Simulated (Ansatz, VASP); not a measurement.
# Two plane-wave programs on Be2SeO2

Contents of INCAR:

```
PREC = Accurate ; ENCUT = 600
EDIFF = 1E-6 ; ISMEAR = 0
SIGMA = 0.1 ; LREAL = False
LASPH = True ; NELM = 80
ALGO = Normal ; ISIF = 3
LWAVE = False ; LCHARG = False
GGA = PE ; IBRION = 2
NSW = 100 ; EDIFFG = -0.01
```

File KPOINTS:

```
regular mesh
0
Gamma
  12 12 4
```

POSCAR

```
Be2SeO2
1.0
    2.7012289041      0.0000000000      0.0000000000
   -1.3506144521      2.3393328524      0.0000000000
    0.0000000000      0.0000000000     12.7520938610
Be Se O
2 1 2
Direct
    0.0000000000      0.0000000000      0.3264752964
    0.0000000000      0.0000000000      0.6735247036
    0.0000000000      0.0000000000      0.0000000000
    0.3333333333      0.6666666667      0.6734367788
    0.3333333333      0.6666666667      0.3265632212
```

Input for Ansatz:

```yaml
crystal:
  lattice:
    - [2.7012289041, 0.0, 0.0]
    - [-1.3506144521, 2.3393328524, 0.0]
    - [0.0, 0.0, 12.752093861]
  atoms:
    - { symbol: Be, position: [0.0, 0.0, 0.3264752964] }
    - { symbol: Be, position: [0.0, 0.0, 0.6735247036] }
    - { symbol: Se, position: [0.0, 0.0, 0.0] }
    - { symbol: O, position: [0.3333333333, 0.6666666667, 0.6734367788] }
    - { symbol: O, position: [0.3333333333, 0.6666666667, 0.3265632212] }
basis:
  ecutwfc: 420
kpoints:
  mp_grid: { grid: [12, 12, 4] }
hamiltonian:
  xc: pbe
scf:
  occupations: { method: gaussian, width: 0.1 }
output:
  forces: true
  stress: true
  eigenvalues: true
  write_density: true
  write_potential: true
  elf: true
  volumetric_format: npy
relax:
  adjacent_minimum: "off"
  f_tol: 0.01
  max_steps: 80
  cell: { stress_tol: 0.05 }
```

Alike in both runs: task relaxation of cell and atoms; functional PBE; k mesh 12 × 12 × 4; occupations gaussian, width 0.1 eV; no spin polarisation.

|  | VASP | Ansatz |
| --- | --- | --- |
| version | VASP 6.6.1 | Ansatz 0.2.0 |
| potentials or method | VASP PAW PBE potentials, release 64 (Be, Se, O), cutoff 600 eV | scalar-relativistic, plane waves, PAW |
| valence electrons in the cell | 22 | 32 |

Ansatz gave:

| Quantity | Value |
| --- | --- |
| gap on the k mesh at the Fermi level, each at its own relaxed structure (eV) | none |
| relaxed volume (Å³/atom) | 16.12 |
| relaxed length of the cell vector where the two differ most in proportion (Å) | 12.752 |

Problem. Which values does VASP return?

Solution. gap on the k mesh at the Fermi level, each at its own relaxed structure (eV): none; relaxed volume (Å³/atom): 15.41; relaxed length of the cell vector where the two differ most in proportion (Å): 12.194.

A gap of «none» marks a metal or a gap that the smearing closes. VASP's potentials hold 22 valence electrons a cell and Ansatz's 32, so a difference there can come from the potentials and not from the codes.
